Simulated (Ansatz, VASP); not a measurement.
## BaTiO3 in VASP and in Ansatz

INCAR

```
PREC     = Accurate       # precision mode
ENCUT    = 600            # plane-wave cutoff, eV
EDIFF    = 1E-6           # SCF threshold, eV
ISMEAR   = -1             # smearing method
SIGMA    = 0.02           # smearing width, eV
LREAL    = False          # projectors in reciprocal space
LASPH    = True           # aspherical terms in the spheres
NELM     = 100            # most SCF steps
ALGO     = Normal         # electronic algorithm
ISIF     = 3              # what is computed and relaxed
LWAVE    = False          # write WAVECAR
LCHARG   = False          # write CHGCAR
GGA      = PE             # functional
IVDW     = 12             # dispersion correction
IBRION   = 2              # ionic algorithm
NSW      = 100            # ionic steps
EDIFFG   = -0.05          # ionic threshold
```

File KPOINTS:

```
Automatic mesh
0
Gamma
  6 6 6
```

File POSCAR:

```
BaTiO3
1.0
    4.0060000000      0.0000000000      0.0000000000
    0.0000000000      4.0060000000      0.0000000000
    0.0000000000      0.0000000000      4.0060000000
Ba Ti O
1 1 3
Direct
    0.5000000000      0.5000000000      0.5000000000
    0.0000000000      0.0000000000      0.0000000000
    0.5000000000      0.0000000000      0.0000000000
    0.0000000000      0.5000000000      0.0000000000
    0.0000000000      0.0000000000      0.5000000000
```

Input for Ansatz:

```yaml
crystal:
  lattice:
    - [4.006, 0.0, 0.0]
    - [0.0, 4.006, 0.0]
    - [0.0, 0.0, 4.006]
  atoms:
    - { symbol: Ba, position: [0.5, 0.5, 0.5] }
    - { symbol: Ti, position: [0.0, 0.0, 0.0] }
    - { symbol: O, position: [0.5, 0.0, 0.0] }
    - { symbol: O, position: [0.0, 0.5, 0.0] }
    - { symbol: O, position: [0.0, 0.0, 0.5] }
basis:
  ecutwfc: 517.016338673772
kpoints:
  mp_grid:
    grid: [6, 6, 6]
hamiltonian:
  xc: pbe
  dispersion: d3bj
scf:
  occupations:
    method: fermi_dirac
    width: 0.02
relax:
  f_tol: 0.05
  max_steps: 100
  cell: {}
```

Alike in both runs: task relaxation of cell and atoms; functional PBE; dispersion D3(BJ); k mesh 6 × 6 × 6; occupations fermi-dirac, width 0.02 eV; no spin polarisation.

```csv
,VASP,Ansatz
version,VASP 6.6.1,Ansatz 0.2.0
potentials or method,"VASP PAW PBE potentials, release 64 (Ba_sv, Ti_sv, O), cutoff 600 eV","plane waves, PAW"
valence electrons in the cell,40,40
```

VASP gave:

```
relaxed volume (Å³/atom)                                     : 12.86
relaxed cell length with the largest relative difference (Å) : 4.006
```

Question: Which values does Ansatz return?

Answer: Relaxed volume (Å³/atom): 12.73; relaxed cell length with the largest relative difference (Å): 3.992.

Neither program's run includes spin-orbit coupling. Noted on VASP's run: the relaxation stopped at its first step, so nothing moved.
